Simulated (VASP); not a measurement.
Crystal: Co.

```
Co
1.0
     2.43859    0.00000    0.00000
    -1.21930    2.11188    0.00000
     0.00000    0.00000    3.96680
Co
2
Cartesian
  1.2193 0.7040 2.9751
  0.0000 1.4079 0.9917
```

Base run:

* Program: VASP 6.6.1
* Functional: LDA
* Potentials or basis: VASP PAW LDA potentials, release 64 (Co)
* Cutoff: 520 eV
* k mesh: 12 × 12 × 7
* Occupations: fermi-dirac, width 0.05 eV
* Spin: collinear spin, ferromagnetic start
* Starting moments: [2.0, 2.0] μB

Its results: pressure -6.6 GPa; net moment 2.98 μB per cell; site moments Co +1.49 μB.

Question: The run is repeated on the same cell with these changes: functional from LDA to PBEsol; potentials or basis from VASP PAW LDA potentials, release 64 (Co) to VASP PAW PBE potentials, release 64 (Co). What comes out?

Answer: Pressure 2.5 GPa; net moment 3.07 μB per cell; site moments Co +1.54 μB.

Caveats: the PAW data sets were made with another functional, which shifts forces and pressure a little (some runs).
